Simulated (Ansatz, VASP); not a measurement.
# One calculation of In3GaSb2N2, two programs

```
In Ga Sb N
1.0
     6.65947    0.00000    0.00000
    -3.32973    5.76727    0.00000
     0.00000    0.00000    4.96424
In Ga Sb N
3 1 2 2
Direct
  0.50000 0.00000 0.50000
  0.00000 0.50000 0.50000
  0.50000 0.50000 0.50000
  0.00000 0.00000 0.00000
  0.33333 0.66667 0.50000
  0.66667 0.33333 0.50000
  0.33333 0.66667 0.00000
  0.66667 0.33333 0.00000
```

Alike in both runs: task relaxation of cell and atoms; functional PBE; k mesh 2 × 2 × 3; occupations gaussian, width 0.15 eV; no spin polarisation.

|  | VASP | Ansatz |
| --- | --- | --- |
| version | VASP 6.6.1 | Ansatz 0.2.0 |
| potentials or method | VASP PAW PBE potentials, release 64 (In_d, Ga_d, Sb, N), cutoff 600 eV | scalar-relativistic, plane waves, PAW |
| valence electrons in the cell | 72 | 92 |

```csv
,VASP,Ansatz,Ansatz less VASP
"gap on the k mesh at the Fermi level, each at its own relaxed structure (eV)",none,none,-
relaxed volume (Å³/atom),40.76,42.75,+1.989
relaxed length of the cell vector where the two differ most in proportion (Å),9.581,9.831,+0.2503
```

A gap of «none» marks a metal or a gap that the smearing closes. VASP's potentials hold 72 valence electrons a cell and Ansatz's 92, so a difference there can come from the potentials and not from the codes.

The k mesh is coarse, so the values compare programs but aren't converged. Spin-orbit coupling is off throughout. Noted on VASP's run: the volume moved by over 15 % at a fixed basis, so the end points are rough.
